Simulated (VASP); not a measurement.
# Cs8Sn8I25 (a cell with a defect) in VASP: single point with PBEsol

Aim: the single point of Cs8Sn8I25 (a cell with a defect) with PBEsol.

Everything below comes from runs of VASP 6.6.1. Logs are shortened: lines on timing, memory, paths and dates and some standing lists are left out, and cuts for length are marked.

### 1 The cell of the first run

The cell holds a defect, 41 atoms: a = 12.314 Å, b = 12.314 Å, c = 12.314 Å, α = 90.00°, β = 90.00°, γ = 90.00°.

### 2 Single point, PBEsol

File INCAR:

```
SYSTEM = Cs8Sn8I25
  PREC = Accurate
  ENCUT = 400
  EDIFF = 1E-6
  ISMEAR = -1
  SIGMA = 0.05
  LREAL = Auto
  LASPH = .TRUE.
  NELM = 120
  ALGO = Normal
  ISIF = 2
  LWAVE = .FALSE.
  LCHARG = .FALSE.
  GGA = PS
  NBANDS = 206
  NELECT = 358.0
  ISYM = -1
  GGA_COMPAT = .FALSE.
```

File KPOINTS:

```
explicit points
1
Reciprocal
  0.25000000   0.25000000   0.25000000 1
```

File POSCAR:

```
Cs8Sn8I25
1.0
   12.3144620000      0.0000000000      0.0000000000
    0.0000000000     12.3144620000      0.0000000000
    0.0000000000      0.0000000000     12.3144620000
Cs I Sn
8 25 8
Direct
    0.9879300000      0.9613670000      0.9720210000
    0.9804010000      0.9833980000      0.5050660000
    0.9650800000      0.5164620000      0.9886250000
    0.0067780000      0.4466800000      0.5273420000
    0.4933310000      0.9515480000      0.9993460000
    0.4834680000      0.9889770000      0.5351520000
    0.5147850000      0.5229000000      0.9798270000
    0.5197510000      0.5233600000      0.5181800000
    0.3465570000      0.3488370000      0.2704300000
    0.3967630000      0.2430070000      0.9717910000
    0.2102480000      0.1921660000      0.5127670000
    0.2326480000      0.7199160000      0.9912800000
    0.2431060000      0.7791870000      0.4899150000
    0.7339360000      0.2759140000      0.0102150000
    0.7800090000      0.2340260000      0.5105950000
    0.7422080000      0.7429460000      0.0012560000
    0.7270900000      0.7696470000      0.5013000000
    0.0005040000      0.2315460000      0.2707950000
    0.0124300000      0.2473390000      0.8184490000
    0.9764280000      0.7896920000      0.2453790000
    0.9936060000      0.7462800000      0.7383300000
    0.5049560000      0.1785020000      0.2745080000
    0.5119110000      0.2564260000      0.6872850000
    0.4773040000      0.7195270000      0.2398740000
    0.4942620000      0.7434810000      0.7501050000
    0.2303080000      0.0260990000      0.1666490000
    0.2594010000      0.9899310000      0.7817420000
    0.1584480000      0.5245480000      0.2555210000
    0.2556850000      0.4927250000      0.7169180000
    0.7087460000      0.0044460000      0.2517780000
    0.7431230000      0.9991840000      0.7705570000
    0.7494490000      0.5029550000      0.2772720000
    0.7535300000      0.4999190000      0.7430120000
    0.2624010000      0.2370720000      0.7389420000
    0.2285020000      0.7577510000      0.2401660000
    0.2433600000      0.7412570000      0.7398390000
    0.7630940000      0.2540530000      0.2583810000
    0.7565290000      0.2481050000      0.7603350000
    0.7311410000      0.7483700000      0.2539070000
    0.7451760000      0.7497180000      0.7484850000
    0.1964070000      0.2471480000      0.0976680000
```

Potentials or basis: VASP PAW PBE potentials, release 64 (Cs_sv, I, Sn_d).

Command:

```bash
$ cat potpaw_PBE.64/Cs_sv/POTCAR potpaw_PBE.64/I/POTCAR potpaw_PBE.64/Sn_d/POTCAR > POTCAR
$ mpirun -np 1 vasp_std > vasp.out
```

OUTCAR:

```text
SYSTEM = Cs8Sn8I25
   PREC = Accurate
   ENCUT = 400
   EDIFF = 1E-6
   ISMEAR = -1
   LREAL = Auto
   LASPH = .TRUE.
   NELM = 120
   ISIF = 2
   GGA = PS
   NELECT = 358.0
   ISYM = -1

 ion  position               nearest neighbor table
   1  0.988  0.961  0.972-
   2  0.980  0.983  0.505-
   3  0.965  0.516  0.989-
   4  0.007  0.447  0.527-
   5  0.493  0.952  0.999-
   6  0.483  0.989  0.535-
   7  0.515  0.523  0.980-
   8  0.520  0.523  0.518-
   9  0.347  0.349  0.270-  22 2.86  41 3.08  28 3.18
  10  0.397  0.243  0.972-  41 2.91  34 3.31
  11  0.210  0.192  0.513-  34 2.91
  12  0.233  0.720  0.991-  35 3.10  36 3.11
  13  0.243  0.779  0.490-  35 3.09  36 3.11
  14  0.734  0.276  0.010-  37 3.09  38 3.11
  15  0.780  0.234  0.511-  38 3.09  37 3.12
  16  0.742  0.743  0.001-  40 3.11  39 3.11
  17  0.727  0.770  0.501-  39 3.06  40 3.06
  18  0.001  0.232  0.271-  37 2.94  41 3.23
  19  0.012  0.247  0.818-  38 3.23  34 3.23
  20  0.976  0.790  0.245-  39 3.06  35 3.13
  21  0.994  0.746  0.738-  40 3.06  36 3.08
  22  0.505  0.179  0.275-   9 2.86  30 3.31  37 3.32
  23  0.512  0.256  0.687-  38 3.15  34 3.15
  24  0.477  0.720  0.240-  35 3.10  39 3.15
  25  0.494  0.743  0.750-  40 3.09  36 3.09
  26  0.230  0.026  0.167-  41 2.88  35 3.43
  27  0.259  0.990  0.782-  34 3.09  36 3.11
  28  0.158  0.525  0.256-  35 3.00   9 3.18
  29  0.256  0.493  0.717-  36 3.08  34 3.16
  30  0.709  0.004  0.252-  37 3.15  39 3.17  22 3.31
  31  0.743  0.999  0.771-  38 3.07  40 3.08
  32  0.749  0.503  0.277-  39 3.04  37 3.08
  33  0.754  0.500  0.743-  40 3.08  38 3.11
  34  0.262  0.237  0.739-  11 2.91  27 3.09  23 3.15  29 3.16  19 3.23  10 3.31
  35  0.229  0.758  0.240-  28 3.00  13 3.09  24 3.10  12 3.10  20 3.13  26 3.43
  36  0.243  0.741  0.740-  21 3.08  29 3.08  25 3.09  12 3.11  27 3.11  13 3.11
  37  0.763  0.254  0.258-  18 2.94  32 3.08  14 3.09  15 3.12  30 3.15  22 3.32
  38  0.757  0.248  0.760-  31 3.07  15 3.09  33 3.11  14 3.11  23 3.15  19 3.23
  39  0.731  0.748  0.254-  32 3.04  17 3.06  20 3.06  16 3.11  24 3.15  30 3.17
  40  0.745  0.750  0.748-  17 3.06  21 3.06  33 3.08  31 3.08  25 3.09  16 3.11
  41  0.196  0.247  0.098-  26 2.88  10 2.91   9 3.08  18 3.23

IMPORTANT INFORMATION: All symmetrisations will be switched off!
NOSYMM: (Re-)initialisation of all symmetry stuff for point group C_1.

----------------------------------------------------------------------------------------

                                     Primitive cell

  volume of cell :    1867.4386

  direct lattice vectors                    reciprocal lattice vectors
    12.314462000  0.000000000  0.000000000     0.081205334  0.000000000  0.000000000
     0.000000000 12.314462000  0.000000000     0.000000000  0.081205334  0.000000000
     0.000000000  0.000000000 12.314462000     0.000000000  0.000000000  0.081205334

  length of vectors
    12.314462000 12.314462000 12.314462000     0.081205334  0.081205334  0.081205334

  position of ions in fractional coordinates (direct lattice)
     0.987930000  0.961367000  0.972021000
     0.980401000  0.983398000  0.505066000
     0.965080000  0.516462000  0.988625000
     0.006778000  0.446680000  0.527342000
     0.493331000  0.951548000  0.999346000
     0.483468000  0.988977000  0.535152000
[... 33 lines left out ...]
     0.745176000  0.749718000  0.748485000
     0.196407000  0.247148000  0.097668000

  ion indices of the primitive-cell ions
   primitive index   ion index
                 1           1
                 2           2
                 3           3
                 4           4
                 5           5
                 6           6
[... 33 lines left out ...]
                40          40
                41          41

----------------------------------------------------------------------------------------

 KPOINTS: explicit points

Read explicit list of k-points.

 Found      1 k-points:

 Following reciprocal coordinates:
            Coordinates               Weight
  0.250000  0.250000  0.250000      1.000000
   k-points           NKPTS =      1   k-points in BZ     NKDIM =      1   number of bands    NBANDS=    206
   number of dos      NEDOS =    301   number of ions     NIONS =     41
   total plane-waves  NPLWV = 512000
   dimension x,y,z NGX =    80 NGY =   80 NGZ =   80
   dimension x,y,z NGXF=   160 NGYF=  160 NGZF=  160
   ions per type =               8  25   8
   NGX,Y,Z   is equivalent  to a cutoff of  10.80, 10.80, 10.80 a.u.
   NGXF,Y,Z  is equivalent  to a cutoff of  21.60, 21.60, 21.60 a.u.
 SYSTEM =  Cs8Sn8I25
   PREC   = accura    normal or accurate (medium, high low for compatibility)
   ISTART =      0    job   : 0-new  1-cont  2-samecut
   ICHARG =      2    charge: 1-file 2-atom 10-const
   ISPIN  =      1    spin polarized calculation?
   LNONCOLLINEAR =      F non collinear calculations
   LSORBIT =      F    spin-orbit coupling
   LASPH  =      T    aspherical Exc in radial PAW
   ENCUT  =  400.0 eV  29.40 Ry    5.42 a.u.  20.08 20.08 20.08*2*pi/ulx,y,z
   NELM   =    120;   NELMIN=  2; NELMDL= -5     # of ELM steps
   EDIFF  = 0.1E-05   stopping-criterion for ELM
   LREAL  =      T    real-space projection
   EDIFFG = 0.1E-04   stopping-criterion for IOM
   NSW    =      0    number of steps for IOM
   IBRION =     -1    ionic relax: 0-MD 1-quasi-New 2-CG
   NFREE  =      0    steps in history (QN), initial steepest desc. (CG)
   ISIF   =      2    stress and relaxation
   ISYM   =     -1    0-nonsym 1-usesym 2-fastsym
   POTIM  = 0.5000    time-step for ionic-motion
   TEBEG  =    0.0;   TEEND  =   0.0 temperature during run
   PSTRESS=    0.0 pullay stress
   NELECT =     358.0000    total number of electrons
   NUPDOWN=      -1.0000    fix difference up-down
   EMIN   =  10.00;   EMAX   =-10.00  energy-range for DOS
   EFERMI =   0.00;   METHOD = LEGACY
   ISMEAR =    -1;   SIGMA  =   0.05  broadening in eV -4-tet -1-fermi 0-gaus
   EFERMI_NEDOS =   21; number of points for ismear=-14 and -15
   IALGO  =     38    algorithm
   IMIX   =      4    mixing-type and parameters
     AMIX     =   0.40;   BMIX     =  1.00
     AMIX_MAG =   1.60;   BMIX_MAG =  1.00
  volume/ion in A,a.u.               =      45.55       307.37
  Fermi-wavevector in a.u.,A,eV,Ry     =   0.943960  1.783826 12.123622  0.891061
  Thomas-Fermi vector in A             =   2.071719
   LORBIT       =      0    0 simple, 1 ext, 2 COOP (PROOUT), +10 PAW based schemes
   GGA     = PS    functional components
   LHFCALC =     F    Hartree Fock is set to
   AEXX    =    0.0000 exact exchange contribution
   IVDW    =     0    specifies the selected vdW correction
   LEPSILON=     F    determine dielectric tensor
   LRPA    =     F    only Hartree local field effects (RPA)
 non-spin polarized calculation
  energy-cutoff  :      400.00
  volume of cell :     1867.44
 maximum number of plane-waves:     33935
 NGX is ok and might be reduce to    80
   NGX = 41   NGY = 41   NGZ = 41

 number of electron     357.9999981 magnetization

 Free energy of the ion-electron system (eV)
  ---------------------------------------------------
  ext. energy  EPLUGINS =         0.00000000
  ---------------------------------------------------
  free energy    TOTEN  =      -124.36253060 eV

  energy without entropy =     -124.36251008  energy(sigma->0) =     -124.36252034

 E-fermi :   2.5776     XC(G=0):  -7.8669

 val. band max:        1.9872404861   @ k =   0.2500   0.2500   0.2500
 cond. band min:       3.1646073993   @ k =   0.2500   0.2500   0.2500
 fundamental gap:      1.1773669132
 Fermi energy:         2.5776377792

 k-point     1 :       0.2500    0.2500    0.2500
  band No.  band energies     occupation
      1     -19.1904      2.00000
      2     -19.1649      2.00000
      3     -19.1392      2.00000
      4     -19.1123      2.00000
      5     -19.0874      2.00000
      6     -19.0324      2.00000
[... 183 lines left out ...]
    190       4.6547      0.00000
    191       4.6751      0.00000
 [bands above 191 left out]

------------------------ aborting loop because EDIFF is reached ----------------------------------------

  FORCE on cell =-STRESS in cart. coord.  units (eV):
  Direction    XX          YY          ZZ          XY          YZ          ZX
  --------------------------------------------------------------------------------------
  -------------------------------------------------------------------------------------
  Total       -9.6994662     -9.1698196     -7.1305621      0.8289208     -0.5047559     -2.0713779
  in kB       -8.3217006     -7.8672879     -6.1176978      0.7111763     -0.4330576     -1.7771480
  external PRESSURE =      -7.4355621 kB  Pullay stress =       0.0000000 kB

 VOLUME and BASIS-vectors are now :
 -----------------------------------------------------------------------------
  energy-cutoff  :      400.00
  volume of cell :     1867.44
      direct lattice vectors                 reciprocal lattice vectors
    12.314462000  0.000000000  0.000000000     0.081205334  0.000000000  0.000000000
     0.000000000 12.314462000  0.000000000     0.000000000  0.081205334  0.000000000
     0.000000000  0.000000000 12.314462000     0.000000000  0.000000000  0.081205334

 POSITION                                       TOTAL-FORCE (eV/Angst)
 -----------------------------------------------------------------------------------
     12.16583     11.83872     11.96992        -0.007060     -0.003078     -0.004511
     12.07311     12.11002      6.21962        -0.004281     -0.002648      0.002678
     11.88444      6.35995     12.17438        -0.005348     -0.000872      0.008608
      0.08347      5.50062      6.49393         0.000414      0.001372     -0.001181
      6.07511     11.71780     12.30641         0.003390     -0.000603      0.001918
      5.95365     12.17872      6.59011        -0.001835      0.000195     -0.001009
[... 33 lines left out ...]
      9.17644      9.23237      9.21719        -0.005040     -0.000156      0.000705
      2.41865      3.04349      1.20273        -0.018105     -0.000643     -0.001446
 -----------------------------------------------------------------------------------
    total drift:                                0.002915      0.005032     -0.000493

  FREE ENERGIE OF THE ION-ELECTRON SYSTEM (eV)
  ---------------------------------------------------
  free  energy   TOTEN  =      -124.3625305961 eV

  energy  without entropy=     -124.3625100789  energy(sigma->0) =     -124.36252034
```

It took 8.1 min on 1 thread of AMD EPYC 9R45 (Zen 5), shared host; peak memory 1 GiB.

What came out:

- Free energy: -124.3625 eV
- Largest force: 0.029 eV/Å

Forces on the atoms (eV/Å):
```
Cs  -0.007 -0.003 -0.005
Cs  -0.004 -0.003  0.003
Cs  -0.005 -0.001  0.009
Cs   0.000  0.001 -0.001
Cs   0.003 -0.001  0.002
Cs  -0.002  0.000 -0.001
Cs   0.000  0.009  0.004
Cs  -0.011  0.000 -0.003
I   -0.009 -0.007  0.020
I    0.019 -0.017 -0.007
I    0.002  0.005 -0.028
I   -0.002  0.003 -0.004
I   -0.003 -0.006  0.001
I   -0.002 -0.001  0.008
I    0.004 -0.001  0.000
I    0.002  0.000  0.001
I    0.003  0.002  0.000
I   -0.020  0.008 -0.001
I    0.027  0.002  0.000
I    0.007  0.000  0.003
I    0.006 -0.005 -0.004
I    0.000  0.012 -0.001
I    0.007 -0.010  0.001
I    0.012 -0.001  0.002
I    0.008  0.000  0.003
I    0.012  0.004  0.005
I   -0.001  0.001  0.004
I    0.001  0.002  0.008
I   -0.006 -0.007  0.002
I    0.009 -0.017 -0.005
I   -0.001  0.005 -0.003
I   -0.001 -0.015 -0.008
I    0.003  0.001  0.001
Sn   0.001  0.016  0.019
Sn  -0.012  0.003 -0.014
Sn  -0.002  0.000 -0.001
Sn   0.010  0.004  0.001
Sn  -0.026 -0.001 -0.006
Sn  -0.003  0.018 -0.005
Sn  -0.005  0.000  0.001
Sn  -0.018 -0.001 -0.001
```

Levels at points of the mesh, in eV from the Fermi level:
| k point | band 175 | band 176 | band 177 | band 178 | band 179 | band 180 | band 181 | band 182 | band 183 | band 184 |
| --- | --- | --- | --- | --- | --- | --- | --- | --- | --- | --- |
| (0.25, 0.25, 0.25) | -1.12 | -1.04 | -0.90 | -0.72 | -0.59 | 0.59 | 1.37 | 1.47 | 1.60 | 1.66 |

Caveat: the cell carries a net charge on a neutralising background, which shifts energy and pressure; the cell is charged against a uniform background, so pressure and absolute levels hang on convention; the PAW data sets were made with another functional, which shifts forces and pressure a little; spin-orbit coupling is left out, which moves the levels of the heavy elements.
